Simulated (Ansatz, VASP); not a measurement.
## ZnSe in VASP and in Ansatz

```
Zn Se
1.0
     4.10200    0.00000    0.00000
     0.00000    4.10200    0.00000
     0.00000    0.00000    5.57150
Zn Se
2 2
Cartesian
  0.0000 0.0000 0.0000
  2.0510 2.0510 0.0000
  0.0000 2.0510 1.5584
  2.0510 0.0000 4.0131
```

Alike in both runs: task single point; functional LDA; k mesh 8 × 8 × 6; occupations gaussian, width 0.05 eV; no spin polarisation.

|  | VASP | Ansatz |
| --- | --- | --- |
| version | VASP 6.6.1 | Ansatz 0.2.0 |
| potentials or method | VASP PAW LDA potentials, release 64 (Zn, Se), cutoff 520 eV | scalar-relativistic, plane waves, PAW |
| valence electrons in the cell | 36 | 56 |

```csv
,VASP,Ansatz,Ansatz less VASP
gap on the k mesh at the Fermi level (eV),1.33,1.31,-0.020
least direct gap on the mesh (eV),1.33,1.31,-0.020
pressure (GPa),-6.3,-6.6,-0.24
"traceless stress, the component that is largest in VASP (GPa)",-0.49,-0.48,+0.005
rms of the force components (eV/Å),0.442,0.461,+0.0185
```

Ansatz warns that its potentials were made for another functional, while VASP's fit it. LDA's correlation is that of Perdew and Zunger in VASP and of Perdew and Wang (1992) in Ansatz. Atom by atom the forces differ by 0.018 eV/Å (rms over components). VASP's potentials hold 36 valence electrons a cell and Ansatz's 56, so a difference there can come from the potentials and not from the codes.
